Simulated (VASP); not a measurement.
# Co (P6_3/mmc) in VASP: further runs, part 2 of 2

VASP 6.6.1. Earlier steps stand in the parts before.

### 4 Single point, LDA, collinear spin, ferromagnetic start

This run uses another cell than the first one, of 12.51 Å³/atom, 1.364 times its volume.

INCAR reads:

```
SYSTEM = Co
PREC     = Accurate       ! precision mode
ENCUT    = 520            ! plane-wave cutoff, eV
EDIFF    = 1E-6           ! SCF threshold, eV
ISMEAR   = 0              ! smearing method
SIGMA    = 0.15           ! smearing width, eV
LREAL    = .False.        ! projectors in reciprocal space
LASPH    = .True.         ! aspherical terms in the spheres
NELM     = 150            ! most SCF steps
ALGO     = Normal         ! electronic algorithm
ISIF     = 2              ! what is computed and relaxed
LWAVE    = .False.        ! write WAVECAR
LCHARG   = .False.        ! write CHGCAR
ISPIN    = 2              ! spin polarisation
MAGMOM   = 1.65 1.65      ! initial moments
LORBIT   = 11             ! projections on sites
NUPDOWN  = 3.3            ! fixed moment
LMAXMIX  = 4              ! l up to which the mixer works
NBANDS   = 20             ! bands
```

KPOINTS reads:

```
Automatic mesh
0
Gamma
  24 24 12
  0 0 0
```

POSCAR reads:

```
Co
1.0
    2.6163140353      0.0000000000      0.0000000000
   -1.3081570176      2.2657944189      0.0000000000
    0.0000000000      0.0000000000      4.2202892192
Co
2
Direct
    0.6666666667      0.3333333333      0.2500000000
    0.3333333333      0.6666666667      0.7500000000
```

Potentials or basis: VASP PAW LDA potentials, release 64 (Co).

Command:

```bash
> cat potpaw_LDA.64/Co/POTCAR > POTCAR
> mpirun -np 1 vasp_std > vasp.out
```

OUTCAR:

```text
SYSTEM = Co
   PREC = Accurate
   ENCUT = 520
   EDIFF = 1E-6
   ISMEAR = 0
   LREAL = .False.
   LASPH = .True.
   NELM = 150
   ISIF = 2
   ISPIN = 2
   LORBIT = 11
   NUPDOWN = 3.3

 ion  position               nearest neighbor table
   1  0.667  0.333  0.250-   2 2.60   2 2.60   2 2.60   2 2.60   2 2.60   2 2.60
   2  0.333  0.667  0.750-   1 2.60   1 2.60   1 2.60   1 2.60   1 2.60   1 2.60

  LATTYP: Found a hexagonal cell.
 ALAT       =     2.6163140353
 C/A-ratio  =     1.6130667658

  Lattice vectors:

 A1 = (   2.6163140353,   0.0000000000,   0.0000000000)
 A2 = (  -1.3081570176,   2.2657944189,   0.0000000000)
 A3 = (   0.0000000000,   0.0000000000,   4.2202892192)

Analysis of symmetry for initial positions (statically):
=====================================================================
 Subroutine PRICEL returns:
 Original cell was already a primitive cell.

 Routine SETGRP: Setting up the symmetry group for a
 hexagonal supercell.

 Subroutine GETGRP returns: Found 24 space group operations
 (whereof 12 operations were pure point group operations)
 out of a pool of 24 trial point group operations.

The static configuration has the point symmetry D_3d.
 The point group associated with its full space group is D_6h.

Analysis of symmetry for dynamics (positions and initial velocities):
=====================================================================
 Subroutine PRICEL returns:
 Original cell was already a primitive cell.

 Routine SETGRP: Setting up the symmetry group for a
 hexagonal supercell.

 Subroutine GETGRP returns: Found 24 space group operations
 (whereof 12 operations were pure point group operations)
 out of a pool of 24 trial point group operations.

The dynamic configuration has the point symmetry D_3d.
 The point group associated with its full space group is D_6h.

Analysis of structural, dynamic, and magnetic symmetry:
=====================================================================
 Subroutine PRICEL returns:
 Original cell was already a primitive cell.

 Routine SETGRP: Setting up the symmetry group for a
 hexagonal supercell.

 Subroutine GETGRP returns: Found 24 space group operations
 (whereof 12 operations were pure point group operations)
 out of a pool of 24 trial point group operations.

The overall configuration has the point symmetry D_3d.
 The point group associated with its full space group is D_6h.

 Subroutine INISYM returns: Found 24 space group operations
 (whereof 12 operations are pure point group operations),
 and found     1 'primitive' translations

----------------------------------------------------------------------------------------

                                     Primitive cell

  volume of cell :      25.0180

  direct lattice vectors                    reciprocal lattice vectors
     2.616314035  0.000000000  0.000000000     0.382217114  0.220673154  0.000000000
    -1.308157018  2.265794419  0.000000000     0.000000000  0.441346307  0.000000000
     0.000000000  0.000000000  4.220289219     0.000000000  0.000000000  0.236950585

  length of vectors
     2.616314035  2.616314035  4.220289219     0.441346307  0.441346307  0.236950585

  position of ions in fractional coordinates (direct lattice)
     0.666666667  0.333333333  0.250000000
     0.333333333  0.666666667  0.750000000
[... 65 lines left out ...]
   NGX,Y,Z   is equivalent  to a cutoff of  12.71, 12.71, 12.61 a.u.
   NGXF,Y,Z  is equivalent  to a cutoff of  25.42, 25.42, 25.21 a.u.
 SYSTEM =  Co
   PREC   = accura    normal or accurate (medium, high low for compatibility)
   ISTART =      0    job   : 0-new  1-cont  2-samecut
   ICHARG =      2    charge: 1-file 2-atom 10-const
   ISPIN  =      2    spin polarized calculation?
   LNONCOLLINEAR =      F non collinear calculations
   LSORBIT =      F    spin-orbit coupling
   LASPH  =      T    aspherical Exc in radial PAW
   ENCUT  =  520.0 eV  38.22 Ry    6.18 a.u.   4.86  4.86  7.85*2*pi/ulx,y,z
   NELM   =    150;   NELMIN=  2; NELMDL= -5     # of ELM steps
   EDIFF  = 0.1E-05   stopping-criterion for ELM
   LREAL  =      F    real-space projection
   EDIFFG = 0.1E-04   stopping-criterion for IOM
   NSW    =      0    number of steps for IOM
   IBRION =     -1    ionic relax: 0-MD 1-quasi-New 2-CG
   NFREE  =      0    steps in history (QN), initial steepest desc. (CG)
   ISIF   =      2    stress and relaxation
   ISYM   =      2    0-nonsym 1-usesym 2-fastsym
   POTIM  = 0.5000    time-step for ionic-motion
   TEBEG  =    0.0;   TEEND  =   0.0 temperature during run
   PSTRESS=    0.0 pullay stress
   NELECT =      18.0000    total number of electrons
   NUPDOWN=       3.3000    fix difference up-down
   EMIN   =  10.00;   EMAX   =-10.00  energy-range for DOS
   EFERMI =   0.00;   METHOD = LEGACY
   ISMEAR =     0;   SIGMA  =   0.15  broadening in eV -4-tet -1-fermi 0-gaus
   EFERMI_NEDOS =   21; number of points for ismear=-14 and -15
   IALGO  =     38    algorithm
   IMIX   =      4    mixing-type and parameters
     AMIX     =   0.40;   BMIX     =  1.00
     AMIX_MAG =   1.60;   BMIX_MAG =  1.00
  volume/ion in A,a.u.               =      12.51        84.41
  Fermi-wavevector in a.u.,A,eV,Ry     =   1.466948  2.772130 29.278884  2.151937
  Thomas-Fermi vector in A             =   2.582625
   LORBIT       =     11    0 simple, 1 ext, 2 COOP (PROOUT), +10 PAW based schemes
   GGA     = CA    functional components
   LHFCALC =     F    Hartree Fock is set to
   AEXX    =    0.0000 exact exchange contribution
   IVDW    =     0    specifies the selected vdW correction
   LEPSILON=     F    determine dielectric tensor
   LRPA    =     F    only Hartree local field effects (RPA)
 spin polarized calculation
 Gauss-broadening in eV      SIGMA  =   0.15
  energy-cutoff  :      520.00
  volume of cell :       25.02
 maximum number of plane-waves:       699
 NGX is ok and might be reduce to    20
   NGX =  9   NGY =  9   NGZ = 15

 number of electron      17.9999989 magnetization       3.2999997

 Free energy of the ion-electron system (eV)
  ---------------------------------------------------
  ext. energy  EPLUGINS =         0.00000000
  ---------------------------------------------------
  free energy    TOTEN  =       -15.55536890 eV

  energy without entropy =      -15.53133747  energy(sigma->0) =      -15.54335318

 E-fermi :   8.0125     XC(G=0): -12.9224

 val. band max:        8.0212664198   @ k =   0.1667   0.1250   0.4167
 cond. band min:       8.0127518616   @ k =   0.3750   0.0417   0.3333
 fundamental gap:     -0.0085145583
 Fermi energy:         8.0252617154

 spin component 1

 k-point     1 :       0.0000    0.0000    0.0000
  band No.  band energies     occupation
      1      -0.0803      1.00000
      2       3.5788      1.00000
      3       5.7324      1.00000
      4       5.7456      1.00000
      5       5.7456      1.00000
      6       5.9967      1.00000
[... 541 lines left out ...]
     19      28.5530      0.00000
     20      29.9511      0.00000

 [... further k-points ...]

 spin component 2

 k-point     1 :       0.0000    0.0000    0.0000
  band No.  band energies     occupation
      1       0.0741      1.00000
      2       4.5246      1.00000
      3       7.2446      1.00000
      4       7.2573      1.00000
      5       7.2573      1.00000
      6       7.5508      0.99999
[... 541 lines left out ...]
     19      28.6614      0.00000
     20      30.3061      0.00000

 [... further k-points ...]
[... 5 lines left out ...]
  --------------------------------------------------------------------------------------
  -------------------------------------------------------------------------------------
  Total       -5.5839777     -5.5839777     -5.5729480     -0.0000000     -0.0000000      0.0000000
  in kB     -357.6034273   -357.6034273   -356.8970733     -0.0000000     -0.0000000      0.0000000
  external PRESSURE =    -357.3679760 kB  Pullay stress =       0.0000000 kB

 VOLUME and BASIS-vectors are now :
 -----------------------------------------------------------------------------
  energy-cutoff  :      520.00
  volume of cell :       25.02
      direct lattice vectors                 reciprocal lattice vectors
     2.616314035  0.000000000  0.000000000     0.382217114  0.220673154  0.000000000
    -1.308157018  2.265794419  0.000000000     0.000000000  0.441346307  0.000000000
     0.000000000  0.000000000  4.220289219     0.000000000  0.000000000  0.236950585

 POSITION                                       TOTAL-FORCE (eV/Angst)
 -----------------------------------------------------------------------------------
      1.30816      0.75526      1.05507         0.000000      0.000000      0.000000
     -0.00000      1.51053      3.16522        -0.000000     -0.000000      0.000000
 -----------------------------------------------------------------------------------
    total drift:                               -0.000000      0.000000     -0.000000

  FREE ENERGIE OF THE ION-ELECTRON SYSTEM (eV)
  ---------------------------------------------------
  free  energy   TOTEN  =       -15.5553688978 eV

  energy  without entropy=      -15.5313374718  energy(sigma->0) =      -15.54335318

 total charge

# of ion       s       p       d       tot
------------------------------------------
    1        0.435   0.405   7.205   8.045
    2        0.435   0.405   7.205   8.045
--------------------------------------------------
tot          0.871   0.810  14.409  16.090

 magnetization (x)

# of ion       s       p       d       tot
------------------------------------------
    1       -0.012  -0.037   1.723   1.674
    2       -0.012  -0.037   1.723   1.674
--------------------------------------------------
tot         -0.024  -0.075   3.447   3.347
```

Wall time 2.2 min (1 thread of Intel Xeon 6975P-C (Granite Rapids), shared host); peak memory 0.37 GiB.

Results:

```yaml
Free_energy: -15.5554 eV
Pressure: -35.7 GPa
Net_moment: 3.30 μB per cell
Site_moments: Co +1.67 μB
Valence_electrons_inside_the_program's_atomic_spheres: Co 8.04
```

Caveat: the total moment is fixed, so each spin has its own Fermi level.

### 5 Overview

```tsv
fixed moment (μB)	cell	pressure (GPa)	moment (μB)
3.3	a = 2.359, b = 2.359, c = 3.806 Å, angles 90.0, 90.0, 120.0°, 2 atoms	32.9	3.30
2.2	a = 2.359, b = 2.359, c = 3.806 Å, angles 90.0, 90.0, 120.0°, 2 atoms	22.4	2.20
3.3	a = 2.616, b = 2.616, c = 4.220 Å, angles 90.0, 90.0, 120.0°, 2 atoms	-35.7	3.30
```

Alike in all rows: task single point; level LDA; potentials or basis VASP PAW LDA potentials, release 64 (Co); spin collinear, ferromagnetic start; k mesh 24 × 24 × 12; cutoff (eV) 520; smearing gaussian 0.15 eV.

Caveats: the total moment is fixed, so each spin has its own Fermi level.

Total energies depend on the potentials used, so only differences within one code and one set of settings carry meaning.
